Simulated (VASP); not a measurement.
# K (P6/mmm) in VASP: a series of runs

Runs on K. Level: PBE. Tasks: relaxation of shape and atoms at fixed volume, relaxation of cell and atoms.

Everything below comes from runs of VASP 6.6.1. Logs are shortened: lines on timing, memory, paths and dates and some standing lists are left out, and cuts for length are marked.

**1. The cell of the first run**

The structure is hexagonal, space group P6/mmm (No. 191). Conventional cell: a = 7.439 Å, b = 7.439 Å, c = 4.421 Å, α = 90.00°, β = 90.00°, γ = 120.00°. K (site symmetry 6/mmm) has 14 K at 4.42 to 4.83 Å within 5.8 Å. K (site symmetry -6m2) has 11 K at 4.30 to 4.83 Å within 5.6 Å.

This isn't the form of K at room conditions, which is bcc.

**2. Relaxation of shape and atoms at fixed volume, PBE**

Input file INCAR:

```
SYSTEM = K
  PREC = Accurate
  ENCUT = 600
  EDIFF = 1E-7
  ISMEAR = -1
  SIGMA = 0.1
  LREAL = .False.
  LASPH = .True.
  NELM = 60
  ALGO = Normal
  ISIF = 4
  LWAVE = .False.
  LCHARG = .False.
  GGA = PE
  IBRION = 2
  NSW = 50
  EDIFFG = -0.005
```

Input file KPOINTS:

```
regular mesh
0
Gamma
  5 5 7
  0 0 0
```

Input file POSCAR:

```
K
1.0
    7.4394205632      0.0000000000      0.0000000000
   -3.7197102816      6.4427271972      0.0000000000
    0.0000000000      0.0000000000      4.4207513112
K
3
Direct
    0.0000000000      0.0000000000      0.0000000000
    0.3333333333      0.6666666667      0.5000000000
    0.6666666667      0.3333333333      0.5000000000
```

Potentials or basis: VASP PAW PBE potentials, release 64 (K_sv).

Started as:

```console
> cat potpaw_PBE.64/K_sv/POTCAR > POTCAR
> mpirun -np 1 vasp_std > vasp.out
```

OUTCAR:

```text
SYSTEM = K
   PREC = Accurate
   ENCUT = 600
   EDIFF = 1E-7
   ISMEAR = -1
   LREAL = .False.
   LASPH = .True.
   NELM = 60
   ISIF = 4
   GGA = PE
   IBRION = 2
   NSW = 50
   EDIFFG = -0.005

 ion  position               nearest neighbor table
   1  0.000  0.000  0.000-
   2  0.333  0.667  0.500-
   3  0.667  0.333  0.500-

  LATTYP: Found a hexagonal cell.
 ALAT       =     7.4394205632
 C/A-ratio  =     0.5942332838

  Lattice vectors:

 A1 = (   7.4394205632,   0.0000000000,   0.0000000000)
 A2 = (  -3.7197102816,   6.4427271972,   0.0000000000)
 A3 = (   0.0000000000,   0.0000000000,   4.4207513112)

Analysis of symmetry for initial positions (statically):
=====================================================================
 Subroutine PRICEL returns:
 Original cell was already a primitive cell.

 Routine SETGRP: Setting up the symmetry group for a
 hexagonal supercell.

 Subroutine GETGRP returns: Found 24 space group operations
 (whereof 24 operations were pure point group operations)
 out of a pool of 24 trial point group operations.

The static configuration has the point symmetry D_6h.

Analysis of symmetry for dynamics (positions and initial velocities):
=====================================================================
 Subroutine PRICEL returns:
 Original cell was already a primitive cell.

 Routine SETGRP: Setting up the symmetry group for a
 hexagonal supercell.

 Subroutine GETGRP returns: Found 24 space group operations
 (whereof 24 operations were pure point group operations)
 out of a pool of 24 trial point group operations.

The dynamic configuration has the point symmetry D_6h.

 Subroutine INISYM returns: Found 24 space group operations
 (whereof 24 operations are pure point group operations),
 and found     1 'primitive' translations

----------------------------------------------------------------------------------------

                                     Primitive cell

  volume of cell :     211.8873

  direct lattice vectors                    reciprocal lattice vectors
     7.439420563  0.000000000  0.000000000     0.134419071  0.077606887  0.000000000
[... 78 lines left out ...]
   LNONCOLLINEAR =      F non collinear calculations
   LSORBIT =      F    spin-orbit coupling
   LASPH  =      T    aspherical Exc in radial PAW
   ENCUT  =  600.0 eV  44.10 Ry    6.64 a.u.  14.86 14.86  8.83*2*pi/ulx,y,z
   NELM   =     60;   NELMIN=  2; NELMDL= -5     # of ELM steps
   EDIFF  = 0.1E-06   stopping-criterion for ELM
   LREAL  =      F    real-space projection
   EDIFFG = -.5E-02   stopping-criterion for IOM
   NSW    =     50    number of steps for IOM
   IBRION =      2    ionic relax: 0-MD 1-quasi-New 2-CG
   NFREE  =      1    steps in history (QN), initial steepest desc. (CG)
   ISIF   =      4    stress and relaxation
   ISYM   =      2    0-nonsym 1-usesym 2-fastsym
   POTIM  = 0.5000    time-step for ionic-motion
   TEBEG  =    0.0;   TEEND  =   0.0 temperature during run
   PSTRESS=    0.0 pullay stress
   NELECT =      27.0000    total number of electrons
   NUPDOWN=      -1.0000    fix difference up-down
   EMIN   =  10.00;   EMAX   =-10.00  energy-range for DOS
   EFERMI =   0.00;   METHOD = LEGACY
   ISMEAR =    -1;   SIGMA  =   0.10  broadening in eV -4-tet -1-fermi 0-gaus
   EFERMI_NEDOS =   21; number of points for ismear=-14 and -15
   IALGO  =     38    algorithm
   IMIX   =      4    mixing-type and parameters
     AMIX     =   0.40;   BMIX     =  1.00
     AMIX_MAG =   1.60;   BMIX_MAG =  1.00
  volume/ion in A,a.u.               =      70.63       476.63
  Fermi-wavevector in a.u.,A,eV,Ry     =   0.823811  1.556778  9.233800  0.678665
  Thomas-Fermi vector in A             =   1.935387
   LORBIT       =      0    0 simple, 1 ext, 2 COOP (PROOUT), +10 PAW based schemes
   GGA     = PE    functional components
   LHFCALC =     F    Hartree Fock is set to
   AEXX    =    0.0000 exact exchange contribution
   IVDW    =     0    specifies the selected vdW correction
   LEPSILON=     F    determine dielectric tensor
   LRPA    =     F    only Hartree local field effects (RPA)
 conjugate gradient relaxation of ions
 non-spin polarized calculation
  energy-cutoff  :      600.00
  volume of cell :      211.89
 maximum number of plane-waves:      7089
 NGX is ok and might be reduce to    60
   NGX = 29   NGY = 29   NGZ = 17

 number of electron      27.0000000 magnetization

 Free energy of the ion-electron system (eV)
  ---------------------------------------------------
  ext. energy  EPLUGINS =         0.00000000
  ---------------------------------------------------
  free energy    TOTEN  =        -3.15204031 eV

  energy without entropy =       -3.08328825  energy(sigma->0) =       -3.11766428

 E-fermi :  -0.0458     XC(G=0):  -5.7489

 val. band max:       -0.0925150350   @ k =   0.2000   0.2000   0.1429
 cond. band min:       0.1621576541   @ k =   0.2000   0.0000   0.0000
 fundamental gap:      0.2546726891
 Fermi energy:        -0.0457647352

 k-point     1 :       0.0000    0.0000    0.0000
  band No.  band energies     occupation
      1     -32.1799      2.00000
      2     -32.1734      2.00000
      3     -32.0803      2.00000
      4     -15.6938      2.00000
      5     -15.6938      2.00000
      6     -15.6407      2.00000
[... 377 lines left out ...]
      4     -15.6952      2.00000
      5     -15.6906      2.00000
      6     -15.6863      2.00000
[... 9 lines left out ...]
     16       1.1508      0.00001
     17       1.1720      0.00001

------------------------ aborting loop because EDIFF is reached ----------------------------------------

  FORCE on cell =-STRESS in cart. coord.  units (eV):
  Direction    XX          YY          ZZ          XY          YZ          ZX
  --------------------------------------------------------------------------------------
  -------------------------------------------------------------------------------------
  Total        0.2574798      0.2574798      0.2703463      0.0000000     -0.0000000      0.0000000
  in kB        1.9469232      1.9469232      2.0442128      0.0000000     -0.0000000      0.0000000
  external PRESSURE =       1.9793531 kB  Pullay stress =       0.0000000 kB

 VOLUME and BASIS-vectors are now :
 -----------------------------------------------------------------------------
  energy-cutoff  :      600.00
  volume of cell :      211.89
      direct lattice vectors                 reciprocal lattice vectors
     7.439420563  0.000000000  0.000000000     0.134419071  0.077606887  0.000000000
    -3.719710282  6.442727197  0.000000000     0.000000000  0.155213774  0.000000000
     0.000000000  0.000000000  4.420751311     0.000000000  0.000000000  0.226205893

 POSITION                                       TOTAL-FORCE (eV/Angst)
 -----------------------------------------------------------------------------------
      0.00000      0.00000      0.00000         0.000000      0.000000      0.000000
     -0.00000      4.29515      2.21038         0.000000      0.000000      0.000000
      3.71971      2.14758      2.21038        -0.000000      0.000000      0.000000
 -----------------------------------------------------------------------------------
    total drift:                                0.000000     -0.000000      0.000000

  FREE ENERGIE OF THE ION-ELECTRON SYSTEM (eV)
  ---------------------------------------------------
  free  energy   TOTEN  =        -3.1520403101 eV

  energy  without entropy=       -3.0832882485  energy(sigma->0) =       -3.11766428

 reached required accuracy - stopping structural energy minimisation
```

It took 36 s on 1 thread of Intel Xeon 6975P-C (Granite Rapids), shared host; peak memory 0.36 GiB.

What came out:

```
Free energy             : -3.1520 eV
Pressure after relaxing : 0.2 GPa
Band gap on the k mesh  : zero (an odd number of electrons rules out a gap without spin polarisation)
```

Final structure:
```cif
data_structure
_symmetry_space_group_name_H-M 'P 1'
_symmetry_Int_Tables_number 1
_cell_length_a 7.4394
_cell_length_b 7.4394
_cell_length_c 4.4208
_cell_angle_alpha 90.000
_cell_angle_beta 90.000
_cell_angle_gamma 120.000
_cell_volume 211.89
loop_
_atom_site_label
_atom_site_type_symbol
_atom_site_fract_x
_atom_site_fract_y
_atom_site_fract_z
_atom_site_occupancy
K1 K 0.00000 0.00000 0.00000 1
K2 K 0.33333 0.66667 0.50000 1
K3 K 0.66667 0.33333 0.50000 1
```

Levels at points of the mesh, in eV from the Fermi level:
| k point | band 11 | band 12 | band 13 | band 14 | band 15 | band 16 |
| --- | --- | --- | --- | --- | --- | --- |
| (0.00, 0.00, 0.00) | -15.51 | -15.49 | -2.20 | 1.17 | 1.17 | 1.18 |

**3. Relaxation of cell and atoms, PBE**

This run uses another cell than the first one, of 73.74 Å³/atom.

Input file INCAR:

```
ALGO = Normal ; EDIFF = 1E-7
EDIFFG = -0.005 ; ENCUT = 600
GGA = PE ; IBRION = 2
ISIF = 3 ; ISMEAR = -1
LASPH = T ; LCHARG = F
LREAL = F ; LWAVE = F
NELM = 100 ; NSW = 60
PREC = Accurate ; SIGMA = 0.1
```

Input file KPOINTS:

```
k-points
0
Gamma
  5 5 7
```

Input file POSCAR:

```
K
1.0
    7.4411138366      0.0000000000      0.0000000000
   -3.7205569183      6.4441936150      0.0000000000
    0.0000000000      0.0000000000      4.6134905787
K
3
Direct
    0.0000000000      0.0000000000      0.0000000000
    0.3333333333      0.6666666667      0.5000000000
    0.6666666667      0.3333333333      0.5000000000
```

Potentials or basis: VASP PAW PBE potentials, release 64 (K_sv).

Started as:

```console
> cat potpaw_PBE.64/K_sv/POTCAR > POTCAR
> mpirun -np 1 vasp_std > vasp.out
```

It took 3.6 min on 1 thread of Intel Xeon 6975P-C (Granite Rapids), shared host; peak memory 0.41 GiB.

It converged, with:

```yaml
Free_energy: -3.1588 eV
Relaxed_volume: 74.38 Å³/atom
Relaxed_cell: a = 7.563 Å, b = 7.563 Å, c = 4.504 Å, α = 90.00°, β = 90.00°, γ = 120.00°
Space_group_after_relaxing_to_0.1_Å: P6/mmm (No. 191)
Energy_gained_by_relaxing: 1.9 meV/atom
Ionic_steps: 7
Pressure_after_relaxing: 0.0 GPa
Band_gap_on_the_k_mesh: zero (an odd number of electrons rules out a gap without spin polarisation)
```

Step by step:
| step | energy change (eV) | largest force (eV/Å) | pressure (GPa) | volume (Å³) |
| --- | --- | --- | --- | --- |
| 1 | 0.0000 | 0.0000 | 0.04 | 221.23 |
| 2 | -0.0017 | 0.0000 | 0.03 | 221.77 |
| 3 | -0.0049 | 0.0000 | 0.00 | 223.36 |
| 4 | -0.0031 | 0.0000 | -0.05 | 226.41 |
| 5 | -0.0055 | 0.0000 | -0.02 | 224.39 |
| 6 | -0.0056 | 0.0000 | -0.01 | 223.80 |
| 7 | -0.0056 | 0.0000 | 0.00 | 223.13 |

Final structure:
```yaml
crystal:
  lattice:
    - [7.56314, 0.00000, 0.00000]
    - [-3.78157, 6.54987, 0.00000]
    - [0.00000, 0.00000, 4.50434]
  atoms:
    - { symbol: K, position: [0.00000, 0.00000, 0.00000] }
    - { symbol: K, position: [0.33333, 0.66667, 0.50000] }
    - { symbol: K, position: [0.66667, 0.33333, 0.50000] }
```

Levels at points of the mesh, in eV from the Fermi level:
| k point | band 9 | band 10 | band 11 | band 12 | band 13 | band 14 | band 15 | band 16 | band 17 |
| --- | --- | --- | --- | --- | --- | --- | --- | --- | --- |
| (0.00, 0.00, 0.00) | -15.61 | -15.55 | -15.55 | -15.53 | -2.12 | 1.16 | 1.16 | 1.17 | 1.17 |

The gap in the log of VASP goes by the Fermi energy; the results here count the filled bands.